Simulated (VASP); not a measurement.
Set up this calculation in VASP 6.6.1, as the native input.

- Task: relaxation of cell and atoms
- Functional: LDA
- Potentials or basis: VASP PAW LDA potentials, release 64 (C, Si)
- Cutoff: 600 eV
- k mesh: 6 × 6 × 4
- Occupations: gaussian, width 0.1 eV
- Spin: no spin polarisation
- Dipole correction: no
- Further INCAR settings: ALGO = Normal; EDIFF = 1e-07; IBRION = 2; EDIFFG = -0.05; NSW = 100; ISIF = 3

The structure of Si7C lies in POSCAR:

```
Si7C
1.0
    0.0000000000     -2.5990000000     -2.5990000000
    2.5990000000      5.1980000000     -2.5990000000
    5.1980000000     -2.5990000000      2.5990000000
C Si
1 7
Direct
    0.7500000000      0.5000000000      0.2500000000
    0.5000000000      0.0000000000      0.5000000000
    0.2500000000      0.5000000000      0.7500000000
    0.0000000000      0.0000000000      0.0000000000
    0.8125000000      0.6250000000      0.9375000000
    0.5625000000      0.1250000000      0.1875000000
    0.3125000000      0.6250000000      0.4375000000
    0.0625000000      0.1250000000      0.6875000000
```

One way to write it, as run:

INCAR

```
PREC = Accurate
ENCUT = 600
EDIFF = 1E-7
ISMEAR = 0
SIGMA = 0.1
LREAL = False
LASPH = True
NELM = 120
ALGO = Normal
ISIF = 3
LWAVE = False
LCHARG = False
GGA = CA
IBRION = 2
NSW = 100
EDIFFG = -0.05
GGA_COMPAT = False
NELMIN = 4
```

KPOINTS

```
regular mesh
0
Gamma
  6 6 4
```

Potentials or basis: VASP PAW LDA potentials, release 64 (C, Si).

Command:

```console
$ cat potpaw_LDA.64/C/POTCAR potpaw_LDA.64/Si/POTCAR > POTCAR
$ mpirun -np 1 vasp_std > vasp.out
```

It gave:

* Relaxed volume: 16.86 Å³/atom
* Relaxed cell: a = 3.605 Å, b = 6.296 Å, c = 6.302 Å, α = 99.72°, β = 90.00°, γ = 106.64°
* Space group after relaxing (to 0.1 Å): Cm (No. 8)
* Energy gained by relaxing: 230.0 meV/atom
* Ionic steps: 12
* Pressure after relaxing: 0.1 GPa
* Largest force after relaxing: 0.046 eV/Å
* Band gap on the k mesh: zero (bands 16 and 17 overlap by 0.38 eV)

Caveat: semilocal functionals underestimate gaps, and a narrow one can read as zero; the relaxation stopped at a loose force limit of 0.05 eV/Å, so its end isn't a converged minimum.

Run time: 29 min on 1 thread of Oxide Virtual Turin-like Processor (shared host), peak memory 0.28 GiB.
